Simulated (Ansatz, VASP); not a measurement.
C: VASP beside Ansatz

Contents of INCAR:

```
  PREC = Accurate
  ENCUT = 520
  EDIFF = 1E-6
  ISMEAR = 0
  SIGMA = 0.05
  LREAL = F
  LASPH = T
  NELM = 80
  ALGO = Normal
  ISIF = 2
  LWAVE = F
  LCHARG = F
  GGA = CA
  NBANDS = 26
```

The input KPOINTS:

```
regular mesh
0
Gamma
  8 8 8
```

The input POSCAR:

```
C
1.0
    1.2666061927      2.2839117413     -3.3494717143
    1.0777186783     -2.4316214550     -3.5364490081
   -3.0266400091     -0.2365477798     -3.6826296942
C
8
Direct
    0.9147438995      0.4370115743      0.6143860871
    0.3997130776      0.9253777671      0.6985897070
    0.9338300285      0.8945917103      0.1729038920
    0.4347273954      0.3621962484      0.1805810309
    0.0724244779      0.6004173532      0.3395352573
    0.5974993373      0.0849343376      0.3103832023
    0.0789494661      0.1211964203      0.8374640704
    0.5681123177      0.5742745888      0.8461567529
```

Input for Ansatz:

```yaml
crystal:
  lattice:
    - [1.2666061927, 2.2839117413, -3.3494717143]
    - [1.0777186783, -2.431621455, -3.5364490081]
    - [-3.0266400091, -0.2365477798, -3.6826296942]
  atoms:
    - { symbol: C, position: [0.9147438995, 0.4370115743, 0.6143860871] }
    - { symbol: C, position: [0.3997130776, 0.9253777671, 0.698589707] }
    - { symbol: C, position: [0.9338300285, 0.8945917103, 0.172903892] }
    - { symbol: C, position: [0.4347273954, 0.3621962484, 0.1805810309] }
    - { symbol: C, position: [0.0724244779, 0.6004173532, 0.3395352573] }
    - { symbol: C, position: [0.5974993373, 0.0849343376, 0.3103832023] }
    - { symbol: C, position: [0.0789494661, 0.1211964203, 0.8374640704] }
    - { symbol: C, position: [0.5681123177, 0.5742745888, 0.8461567529] }
basis:
  ecutwfc: 420
kpoints:
  mp_grid: { grid: [8, 8, 8] }
hamiltonian:
  xc: lda
scf:
  occupations: { method: gaussian, width: 0.05 }
output:
  forces: true
  stress: true
  eigenvalues: true
  write_density: true
  write_potential: true
  elf: true
  volumetric_format: npy
```

Change from the starting cell: all atoms moved at random (sigma 0.1 Å a component), cell strained at random (sigma 0.05).

Alike in both runs: task single point; functional LDA; k mesh 8 × 8 × 8; occupations gaussian, width 0.05 eV; no spin polarisation.

|  | VASP | Ansatz |
| --- | --- | --- |
| version | VASP 6.6.1 | Ansatz 0.2.0 |
| potentials or method | VASP PAW LDA potentials, release 64 (C), cutoff 520 eV | scalar-relativistic, plane waves, PAW |
| valence electrons in the cell | 32 | 32 |

|  | VASP | Ansatz | Ansatz less VASP |
| --- | --- | --- | --- |
| gap on the k mesh at the Fermi level (eV) | none | none | - |
| pressure (GPa) | 45.9 | 45.0 | -0.92 |
| traceless stress, the component that is largest in VASP (GPa) | -62.05 | -61.61 | +0.447 |
| rms of the force components (eV/Å) | 9.129 | 9.068 | -0.0610 |

LDA's correlation is that of Perdew and Zunger in VASP and of Perdew and Wang (1992) in Ansatz. Atom by atom the forces differ by 0.073 eV/Å (rms over components). A gap of «none» marks a metal or a gap that the smearing closes. Both programs put the cell under a high pressure, so it lies far from rest at this level.
